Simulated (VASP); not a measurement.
**PbSe: electric field gradients with PBEsol**

The system is PbSe.

```
Pb Se
1.0
    -0.06124    3.03153    3.03153
     3.03153   -0.06124    3.03153
     3.03153    3.03153   -0.06124
Pb Se
1 1
Direct
  0.00000 0.00000 0.00000
  0.50000 0.50000 0.50000
```

This cell differs from its parent crystal: equal xy, yz and zx shear strains of -2 %.

```yaml
Program: VASP 6.6.1
Task: electric field gradients
Functional: PBEsol
Potentials_or_basis: VASP PAW PBE potentials, release 64 (Pb_d, Se)
Cutoff: 400 eV
k_mesh: 9 × 9 × 9
Occupations: fermi-dirac, width 0.01 eV
Spin: no spin polarisation
Dipole_correction: no
Further_INCAR_settings: ALGO = Normal; EDIFF = 1e-08; NBANDS = 17
```

| Property | Result |
| --- | --- |
| Pressure | -0.6 GPa |
| Band gap on the k mesh | 0.47 eV (least direct gap 0.62 eV) |
| Largest electric field gradient by atom | Pb +4.4; Se -13.6 V/Å² |

Stress tensor (GPa, compression positive):
```
-0.60  0.34  0.34
 0.34 -0.60  0.34
 0.34  0.34 -0.60
```

Levels at points of the mesh, in eV from the valence-band top:
```tsv
k point	band 8	band 9	band 10	band 11	band 12	band 13
(0.00, 0.00, 0.00)	-1.77	-1.77	-1.54	4.81	4.86	4.86
```

Electric field gradients, principal values (V/Å²):
| atom | least | middle | greatest (by size) |
| --- | --- | --- | --- |
| 1 Pb | -2.182 | -2.182 | 4.365 |
| 2 Se | 6.784 | 6.784 | -13.569 |

It took 100 s on 1 thread of Intel Xeon 8259CL (shared host), peak memory 0.19 GiB.

Caveat: the cell differs from its parent crystal (equal xy, yz and zx shear strains of -2 %); without QUAD_EFG the Cq values of the log hold for a quadrupole moment of 1 mb, not for the nuclei; the PAW data sets were made with another functional, which shifts forces and pressure a little; spin-orbit coupling is left out, which moves the levels of the heavy elements; an odd mesh through Γ misses points on the zone boundary, where band edges can lie.
